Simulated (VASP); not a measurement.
# KCl (Sylvite) (Fm-3m) in VASP: notebook

Runs on KCl (Sylvite). Level: r2SCAN. Tasks: single point.

Everything below comes from runs of VASP 6.6.1. Logs are shortened: lines on timing, memory, paths and dates and some standing lists are left out, and cuts for length are marked.

### Step 1. The cell of the first run

The structure is cubic, space group Fm-3m (No. 225). The conventional cell has a = 5.841 Å, b = 5.841 Å, c = 5.841 Å, α = 90.00°, β = 90.00°, γ = 90.00°. K (site symmetry m-3m) has 6 Cl at 2.92 Å within 3.8 Å. Within 3.8 Å of Cl (site symmetry m-3m) lie 6 K at 2.92 Å.

### Step 2. Single point, r2SCAN (volume scaled by 0.800)

Input file POSCAR:

```
KCl
1.0
    0.0000000000      2.9205442916      2.9205442916
    2.9205442916      0.0000000000      2.9205442916
    2.9205442916      2.9205442916      0.0000000000
K Cl
1 1
Direct
    0.0000000000      0.0000000000      0.0000000000
    0.5000000000      0.5000000000      0.5000000000
```

Input file INCAR.step1:

```
SYSTEM = KCl
PREC = Accurate ; ENCUT = 520
ISMEAR = 0 ; SIGMA = 0.05
LREAL = .FALSE. ; LASPH = .TRUE.
NELM = 100 ; NBANDS = 15
GGA = PE ; ALGO = Normal
EDIFF = 1E-4 ; LWAVE = .TRUE.
LCHARG = .FALSE.
```

Input file INCAR.step2:

```
SYSTEM = KCl
PREC = Accurate ; ENCUT = 520
EDIFF = 1E-6 ; ISMEAR = 0
SIGMA = 0.05 ; LREAL = .FALSE.
LASPH = .TRUE. ; NELM = 100
ALGO = Normal ; ISIF = 2
LWAVE = .FALSE. ; LCHARG = .FALSE.
METAGGA = R2SCAN ; LMIXTAU = .TRUE.
NBANDS = 15 ; ISTART = 1
```

Input file KPOINTS:

```
Automatic mesh
0
G
  6 6 6
  0 0 0
```

Potentials or basis: VASP PAW PBE potentials, release 64 (K_sv, Cl).

Run with:

```bash
$ cat potpaw_PBE.64/K_sv/POTCAR potpaw_PBE.64/Cl/POTCAR > POTCAR
$ cp INCAR.step1 INCAR
$ mpirun -np 1 vasp_std > vasp.out
$ cp INCAR.step2 INCAR
$ mpirun -np 1 vasp_std > vasp.out
```

OUTCAR:

```text
SYSTEM = KCl
   PREC = Accurate
   ENCUT = 520
   EDIFF = 1E-6
   ISMEAR = 0
   LREAL = .FALSE.
   LASPH = .TRUE.
   NELM = 100
   ISIF = 2
   METAGGA = R2SCAN
   ISTART = 1

 ion  position               nearest neighbor table
   1  0.000  0.000  0.000-   2 2.92   2 2.92   2 2.92   2 2.92   2 2.92   2 2.92
   2  0.500  0.500  0.500-   1 2.92   1 2.92   1 2.92   1 2.92   1 2.92   1 2.92

  LATTYP: Found a face centered cubic cell.
 ALAT       =     5.8410885832

  Lattice vectors:

 A1 = (   0.0000000000,   2.9205442916,   2.9205442916)
 A2 = (   2.9205442916,   0.0000000000,   2.9205442916)
 A3 = (   2.9205442916,   2.9205442916,   0.0000000000)

Analysis of symmetry for initial positions (statically):
=====================================================================
 Subroutine PRICEL returns:
 Original cell was already a primitive cell.

 Routine SETGRP: Setting up the symmetry group for a
 face centered cubic supercell.

 Subroutine GETGRP returns: Found 48 space group operations
 (whereof 48 operations were pure point group operations)
 out of a pool of 48 trial point group operations.

The static configuration has the point symmetry O_h .

Analysis of symmetry for dynamics (positions and initial velocities):
=====================================================================
 Subroutine PRICEL returns:
 Original cell was already a primitive cell.

 Routine SETGRP: Setting up the symmetry group for a
 face centered cubic supercell.

 Subroutine GETGRP returns: Found 48 space group operations
 (whereof 48 operations were pure point group operations)
 out of a pool of 48 trial point group operations.

The dynamic configuration has the point symmetry O_h .

 Subroutine INISYM returns: Found 48 space group operations
 (whereof 48 operations are pure point group operations),
 and found     1 'primitive' translations

----------------------------------------------------------------------------------------

                                     Primitive cell

  volume of cell :      49.8220

  direct lattice vectors                    reciprocal lattice vectors
     0.000000000  2.920544292  2.920544292    -0.171200965  0.171200965  0.171200965
     2.920544292  0.000000000  2.920544292     0.171200965 -0.171200965  0.171200965
     2.920544292  2.920544292  0.000000000     0.171200965  0.171200965 -0.171200965

  length of vectors
     4.130273347  4.130273347  4.130273347     0.296528769  0.296528769  0.296528769

  position of ions in fractional coordinates (direct lattice)
     0.000000000  0.000000000  0.000000000
     0.500000000  0.500000000  0.500000000

  ion indices of the primitive-cell ions
   primitive index   ion index
                 1           1
                 2           2

----------------------------------------------------------------------------------------

 KPOINTS: Automatic mesh

Automatic generation of k-mesh.
 Grid dimensions read from file:
 generate k-points for:    6    6    6

 Generating k-lattice:

  Cartesian coordinates                     Fractional coordinates (reciprocal lattice)
    -0.028533494  0.028533494  0.028533494     0.166666667  0.000000000  0.000000000
     0.028533494 -0.028533494  0.028533494     0.000000000  0.166666667  0.000000000
     0.028533494  0.028533494 -0.028533494     0.000000000  0.000000000  0.166666667

  Length of vectors
     0.049421462  0.049421462  0.049421462

  Shift w.r.t. Gamma in fractional coordinates (k-lattice)
     0.000000000  0.000000000  0.000000000

 Subroutine IBZKPT returns following result:
 ===========================================

 Found     16 irreducible k-points:

 Following reciprocal coordinates:
            Coordinates               Weight
  0.000000  0.000000  0.000000      1.000000
  0.166667  0.000000  0.000000      8.000000
  0.333333  0.000000  0.000000      8.000000
  0.500000  0.000000  0.000000      4.000000
  0.166667  0.166667  0.000000      6.000000
  0.333333  0.166667  0.000000     24.000000
[... 8 lines left out ...]
 -0.333333  0.333333  0.166667     24.000000
 -0.333333  0.500000  0.166667     12.000000
   k-points           NKPTS =     16   k-points in BZ     NKDIM =     16   number of bands    NBANDS=     15
   number of dos      NEDOS =    301   number of ions     NIONS =      2
   total plane-waves  NPLWV =  32768
   dimension x,y,z NGX =    32 NGY =   32 NGZ =   32
   dimension x,y,z NGXF=    64 NGYF=   64 NGZF=   64
   ions per type =               1   1
   NGX,Y,Z   is equivalent  to a cutoff of  12.88, 12.88, 12.88 a.u.
   NGXF,Y,Z  is equivalent  to a cutoff of  25.76, 25.76, 25.76 a.u.
 SYSTEM =  KCl
   PREC   = accura    normal or accurate (medium, high low for compatibility)
   ISTART =      1    job   : 0-new  1-cont  2-samecut
   ICHARG =      0    charge: 1-file 2-atom 10-const
   ISPIN  =      1    spin polarized calculation?
   LNONCOLLINEAR =      F non collinear calculations
   LSORBIT =      F    spin-orbit coupling
   LASPH  =      T    aspherical Exc in radial PAW
   ENCUT  =  520.0 eV  38.22 Ry    6.18 a.u.   7.68  7.68  7.68*2*pi/ulx,y,z
   NELM   =    100;   NELMIN=  2; NELMDL=  0     # of ELM steps
   EDIFF  = 0.1E-05   stopping-criterion for ELM
   LREAL  =      F    real-space projection
   EDIFFG = 0.1E-04   stopping-criterion for IOM
   NSW    =      0    number of steps for IOM
   IBRION =     -1    ionic relax: 0-MD 1-quasi-New 2-CG
   NFREE  =      0    steps in history (QN), initial steepest desc. (CG)
   ISIF   =      2    stress and relaxation
   ISYM   =      2    0-nonsym 1-usesym 2-fastsym
   POTIM  = 0.5000    time-step for ionic-motion
   TEBEG  =    0.0;   TEEND  =   0.0 temperature during run
   PSTRESS=    0.0 pullay stress
   NELECT =      16.0000    total number of electrons
   NUPDOWN=      -1.0000    fix difference up-down
   EMIN   =  10.00;   EMAX   =-10.00  energy-range for DOS
   EFERMI =   0.00;   METHOD = LEGACY
   ISMEAR =     0;   SIGMA  =   0.05  broadening in eV -4-tet -1-fermi 0-gaus
   EFERMI_NEDOS =   21; number of points for ismear=-14 and -15
   IALGO  =     38    algorithm
   IMIX   =      4    mixing-type and parameters
     AMIX     =   0.40;   BMIX     =  1.00
     AMIX_MAG =   1.60;   BMIX_MAG =  1.00
  volume/ion in A,a.u.               =      24.91       168.11
  Fermi-wavevector in a.u.,A,eV,Ry     =   1.121091  2.118556 17.100428  1.256846
  Thomas-Fermi vector in A             =   2.257743
   LORBIT       =      0    0 simple, 1 ext, 2 COOP (PROOUT), +10 PAW based schemes
   METAGGA = R2SCAN    functional components
   LHFCALC =     F    Hartree Fock is set to
   AEXX    =    0.0000 exact exchange contribution
   IVDW    =     0    specifies the selected vdW correction
   LEPSILON=     F    determine dielectric tensor
   LRPA    =     F    only Hartree local field effects (RPA)
 non-spin polarized calculation
 Gauss-broadening in eV      SIGMA  =   0.05
  energy-cutoff  :      520.00
  volume of cell :       49.82
 maximum number of plane-waves:      1363
   NGX = 15   NGY = 15   NGZ = 15

 number of electron      16.0000002 magnetization

 Free energy of the ion-electron system (eV)
  ---------------------------------------------------
  ext. energy  EPLUGINS =         0.00000000
  ---------------------------------------------------
  free energy    TOTEN  =       -16.26795294 eV

  energy without entropy =      -16.26795294  energy(sigma->0) =      -16.26795294

 E-fermi :  -0.9564     XC(G=0):  -8.9952

 val. band max:       -1.2012055848   @ k =   0.0000   0.0000   0.0000
 cond. band min:       5.5025108676   @ k =   0.5000   0.5000   0.0000
 fundamental gap:      6.7037164524
 Fermi energy:        -0.9563534508

 k-point     1 :       0.0000    0.0000    0.0000
  band No.  band energies     occupation
      1     -29.0072      2.00000
      2     -14.1858      2.00000
      3     -11.6983      2.00000
      4     -11.6983      2.00000
      5     -11.6983      2.00000
      6      -1.2012      2.00000
      7      -1.2012      2.00000
      8      -1.2012      2.00000
      9       5.5476      0.00000
     10       7.8183      0.00000
     11       7.8183      0.00000
     12       7.8183      0.00000
     13       8.9991      0.00000
     14       8.9991      0.00000
     15      12.9717      0.00000

 k-point     2 :       0.1667    0.0000    0.0000
  band No.  band energies     occupation
      1     -28.9990      2.00000
      2     -14.2717      2.00000
      3     -11.7014      2.00000
      4     -11.7014      2.00000
      5     -11.5864      2.00000
      6      -1.6455      2.00000
      7      -1.3510      2.00000
      8      -1.3510      2.00000
      9       6.3054      0.00000
     10       7.6747      0.00000
     11       8.2654      0.00000
     12       8.2654      0.00000
     13       9.5521      0.00000
     14       9.5521      0.00000
     15      14.2339      0.00000

 k-point     3 :       0.3333    0.0000    0.0000
  band No.  band energies     occupation
      1     -28.9823      2.00000
      2     -14.4266      2.00000
      3     -11.7076      2.00000
      4     -11.7076      2.00000
      5     -11.3765      2.00000
      6      -2.3844      2.00000
      7      -1.6280      2.00000
      8      -1.6279      2.00000
      9       7.2518      0.00000
     10       8.3390      0.00000
     11       9.4962      0.00000
     12       9.4962      0.00000
     13      10.9377      0.00000
     14      10.9377      0.00000
     15      14.0138      0.00000
[... 199 lines left out ...]
 k-point    15 :      -0.3333    0.3333    0.1667
  band No.  band energies     occupation
      1     -28.9670      2.00000
      2     -14.2732      2.00000
      3     -11.8756      2.00000
      4     -11.8350      2.00000
      5     -11.5014      2.00000
      6      -2.1906      2.00000
      7      -1.7805      2.00000
      8      -1.7249      2.00000
      9       7.6656      0.00000
     10       7.9165      0.00000
     11      10.4866      0.00000
     12      10.6345      0.00000
     13      11.5978      0.00000
     14      12.6379      0.00000
     15      12.8612      0.00000

 k-point    16 :      -0.3333    0.5000    0.1667
  band No.  band energies     occupation
      1     -28.9648      2.00000
      2     -14.1479      2.00000
      3     -11.9794      2.00000
      4     -11.8774      2.00000
      5     -11.6075      2.00000
      6      -1.9005      2.00000
      7      -1.8253      2.00000
      8      -1.6439      2.00000
      9       6.5227      0.00000
     10       8.9491      0.00000
     11       9.8497      0.00000
     12      10.8103      0.00000
     13      11.4568      0.00000
     14      12.1702      0.00000
     15      13.2624      0.00000

------------------------ aborting loop because EDIFF is reached ----------------------------------------

  FORCE on cell =-STRESS in cart. coord.  units (eV):
  Direction    XX          YY          ZZ          XY          YZ          ZX
  --------------------------------------------------------------------------------------
  -------------------------------------------------------------------------------------
  Total        2.3271276      2.3271276      2.3271276     -0.0000000      0.0000000      0.0000000
  in kB       74.8357988     74.8357988     74.8357988     -0.0000000      0.0000000      0.0000000
  external PRESSURE =      74.8357988 kB  Pullay stress =       0.0000000 kB

 VOLUME and BASIS-vectors are now :
 -----------------------------------------------------------------------------
  energy-cutoff  :      520.00
  volume of cell :       49.82
      direct lattice vectors                 reciprocal lattice vectors
     0.000000000  2.920544292  2.920544292    -0.171200965  0.171200965  0.171200965
     2.920544292  0.000000000  2.920544292     0.171200965 -0.171200965  0.171200965
     2.920544292  2.920544292  0.000000000     0.171200965  0.171200965 -0.171200965

 POSITION                                       TOTAL-FORCE (eV/Angst)
 -----------------------------------------------------------------------------------
      0.00000      0.00000      0.00000         0.000000     -0.000000      0.000000
      2.92054      2.92054      2.92054         0.000000      0.000000      0.000000
 -----------------------------------------------------------------------------------
    total drift:                                0.000000     -0.000000     -0.000000

  FREE ENERGIE OF THE ION-ELECTRON SYSTEM (eV)
  ---------------------------------------------------
  free  energy   TOTEN  =       -16.2679529376 eV

  energy  without entropy=      -16.2679529376  energy(sigma->0) =      -16.26795294
```

Wall time 89 s (1 thread of AMD EPYC 7R43 (Zen 3), shared host); peak memory 0.14 GiB.

Results:

```
Free energy            : -16.2680 eV
Pressure               : 7.5 GPa
Band gap on the k mesh : 6.70 eV, indirect (least direct gap 6.75 eV)
```

Caveat: the PAW data sets were made with another functional, which shifts forces and pressure a little.

(Part 1 of 2 ends here.)
